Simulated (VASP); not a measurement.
A run of VASP 6.6.1:

The input POSCAR:

```
BN
1.0
    2.4912079273      0.0000000000      0.0000000000
   -1.2383433262      2.1616250238      0.0000000000
   -0.6264323005     -1.0808125118      3.0022538854
N B
1 1
Direct
    0.6685060000      0.3323850000      0.9849990000
    0.9796430000      0.9834990000      0.0018060000
```

Contents of INCAR.step1:

```
PREC = Accurate ; ENCUT = 520
EDIFF = 1E-5 ; ISMEAR = -1
SIGMA = 0.05 ; LREAL = F
LASPH = T ; NELM = 100
ALGO = Normal ; ISIF = 2
LWAVE = T ; LCHARG = F
GGA = PE ; NBANDS = 11
```

File INCAR.step2:

```
PREC = Accurate ; ENCUT = 520
EDIFF = 1E-7 ; ISMEAR = -1
SIGMA = 0.05 ; LREAL = F
LASPH = T ; NELM = 100
ALGO = Normal ; ISIF = 2
LWAVE = F ; LCHARG = F
GGA = PE ; LHFCALC = T
AEXX = 0.25 ; PRECFOCK = Normal
ISTART = 1 ; NBANDS = 11
```

KPOINTS

```
Automatic mesh
0
Gamma
  6 6 4
```

Potentials or basis: VASP PAW PBE potentials, release 64 (N, B).

Command:

```sh
$ cat potpaw_PBE.64/N/POTCAR potpaw_PBE.64/B/POTCAR > POTCAR
$ cp INCAR.step1 INCAR
$ mpirun -np 1 vasp_std > vasp.out
$ cp INCAR.step2 INCAR
$ mpirun -np 1 vasp_std > vasp.out
```

Hardware: 1 thread of Intel(R) Xeon(R) Platinum 8259CL CPU @ 2.50GHz (Skylake/Cascade Lake), on a shared host.

Q: Estimate the wall time of this run.

A: It took 13 min on 1 thread of Intel(R) Xeon(R) Platinum 8259CL CPU @ 2.50GHz (Skylake/Cascade Lake) (shared host), peak memory 0.14 GiB. Counts: k points 76.
